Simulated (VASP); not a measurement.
Write the native input for VASP 6.6.1 that does the following.

```
Task                   : single point
Functional             : PBE
Potentials or basis    : VASP PAW PBE potentials, release 64 (Ta_pv, N)
Cutoff                 : 520 eV
k mesh                 : 7 × 7 × 5
Occupations            : fermi-dirac, width 0.05 eV
Spin                   : non-collinear spin, zero start, spin-orbit coupling
Starting moments       : [[0.0, 0.0, 0.0], [0.0, 0.0, 0.0], [0.0, 0.0, 0.0]] μB
Dipole correction      : no
Further INCAR settings : ALGO = Normal; EDIFF = 1e-07; NBANDS = 40
```

The structure of Ta2N lies in POSCAR:

```
Ta2N
1.0
    3.1128615060      0.0000000000      0.0000000000
   -1.5564307530      2.6958171426      0.0000000000
    0.0000000000      0.0000000000      4.8698410000
Ta N
2 1
Direct
    0.3333333333      0.6666666667      0.2547110000
    0.6666666667      0.3333333333      0.7452890000
    0.0000000000      0.0000000000      0.0000000000
```

The input as run:

INCAR

```
SYSTEM = Ta2N
  PREC = Accurate
  ENCUT = 520
  EDIFF = 1E-7
  ISMEAR = -1
  SIGMA = 0.05
  LREAL = .False.
  LASPH = .True.
  NELM = 150
  ALGO = Normal
  ISIF = 2
  LWAVE = .False.
  LCHARG = .True.
  LNONCOLLINEAR = .True.
  MAGMOM = 0 0 0 0 0 0 0 0 0
  LORBIT = 11
  LSORBIT = .True.
  GGA_COMPAT = .False.
  LORBMOM = .True.
  LMAXMIX = 4
  GGA = PE
  LVHAR = .True.
  NBANDS = 40
```

KPOINTS

```
Automatic mesh
0
Gamma
  7 7 5
  0 0 0
```

Potentials or basis: VASP PAW PBE potentials, release 64 (Ta_pv, N).

Command:

```console
$ cat potpaw_PBE.64/Ta_pv/POTCAR potpaw_PBE.64/N/POTCAR > POTCAR
$ mpirun -np 1 vasp_ncl > vasp.out
```

Results of the run:

- Pressure: -0.4 GPa
- Largest force: 0.065 eV/Å
- Net moment: 0.00 μB per cell
- Valence electrons inside the program's atomic spheres: Ta 8.89; N 3.75

It took 88 s on 1 thread of Intel(R) Xeon(R) Platinum 8375C CPU @ 2.90GHz (Ice Lake), with other jobs on the host, peak memory 0.28 GiB.
